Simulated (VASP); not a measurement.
WS2, 6 atoms in the cell. The cell holds a slab with vacuum, 6 atoms: a = 3.160 Å, b = 3.160 Å, c = 23.804 Å, α = 90.00°, β = 90.00°, γ = 120.00°.  This cell differs from its parent crystal: layers slid over each other.

| Property | Result |
| --- | --- |
| Program | VASP 6.6.1 |
| Task | single point |
| Functional | PBE |
| Dispersion | D3(BJ) |
| Potentials or basis | VASP PAW PBE potentials, release 64 (S, W_sv) |
| Cutoff | 520 eV |
| k mesh | 9 × 9 × 1 |
| Occupations | gaussian, width 0.05 eV |
| Spin | no spin polarisation |
| Dipole correction | yes |
| Further INCAR settings | ALGO = Normal; EDIFF = 1e-07; NBANDS = 35 |

Potentials or basis: VASP PAW PBE potentials, release 64 (S, W_sv).

The run is started by

```bash
$ cat potpaw_PBE.64/S/POTCAR potpaw_PBE.64/W_sv/POTCAR > POTCAR
$ mpirun -np 1 vasp_std > vasp.out
```

Hardware: 1 thread of Intel Xeon 8259CL, on a shared host.

Question: How long does it take, and how much memory?

Answer: It took 9.9 min on 1 thread of Intel Xeon 8259CL (shared host), peak memory 0.45 GiB. Counts: scf iterations 24, k points 41.
